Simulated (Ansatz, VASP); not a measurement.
Co: VASP beside Ansatz

```
Co
1.0
     2.49332    0.00000    0.00000
    -1.24666    2.15928    0.00000
     0.00000    0.00000    4.03226
Co
2
Direct
  0.33333 0.66667 0.25000
  0.66667 0.33333 0.75000
```

Alike in both runs: functional PBE; k mesh 21 × 21 × 10; occupations gaussian, width 0.1 eV; collinear spin.

Ansatz relaxed the structure, and its values are those at the end. VASP's run is a single point on that final structure, the one shown.

|  | VASP | Ansatz |
| --- | --- | --- |
| version | VASP 6.6.1 | Ansatz 0.2.0 |
| potentials or method | VASP PAW PBE potentials, release 64 (Co), cutoff 520 eV | scalar-relativistic, all-electron LAPW |

```csv
,VASP,Ansatz,Ansatz less VASP
gap on the k mesh at the Fermi level (eV),none,none,-
pressure (GPa),-0.7,0.0,+0.68
net moment per atom (μB),1.60,1.61,+0.011
size of the moment on the site where the two differ most (μB),1.62,1.68,+0.057
```

Site moments also hang on the region over which each program counts them. A gap of «none» marks a metal or a gap that the smearing closes. Ansatz ran all-electron here, and VASP with PAW potentials.
